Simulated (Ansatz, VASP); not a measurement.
HfC in VASP and in Ansatz

```xyz
2
Lattice="0.1308 2.3250 2.3250 2.4558 0.0000 2.4558 2.3250 2.3250 0.1308" Properties=species:S:1:pos:R:3 pbc="T T T"
Hf    2.4558    2.3250    2.4558
C     0.0000    0.0000    0.0000
```

Change from the starting cell: strain +0.1125 x Voigt [0, 0, 0, 0, 1, 0], atoms carried along.

Alike in both runs: task single point; functional PBEsol; k mesh 18 × 18 × 18; occupations gaussian, width 0.15 eV; no spin polarisation.

|  | VASP | Ansatz |
| --- | --- | --- |
| version | VASP 6.6.1 | Ansatz 0.2.0 |
| potentials or method | VASP PAW PBE potentials, release 64 (Hf_pv, C), cutoff 520 eV | scalar-relativistic, plane waves, PAW |
| valence electrons in the cell | 14 | 30 |

Ansatz gave:

```
gap on the k mesh at the Fermi level (eV)                     : none
pressure (GPa)                                                : -5.8
traceless stress, the component that is largest in VASP (GPa) : -18.82
```

Problem. Which values does VASP return?

Solution. gap on the k mesh at the Fermi level (eV): none; pressure (GPa): -6.2; traceless stress, the component that is largest in VASP (GPa): -18.82.

VASP's potentials were made for PBE, not for PBEsol. A gap of «none» marks a metal or a gap that the smearing closes. VASP's potentials hold 14 valence electrons a cell and Ansatz's 30, so a difference there can come from the potentials and not from the codes.

Neither program's run includes spin-orbit coupling.
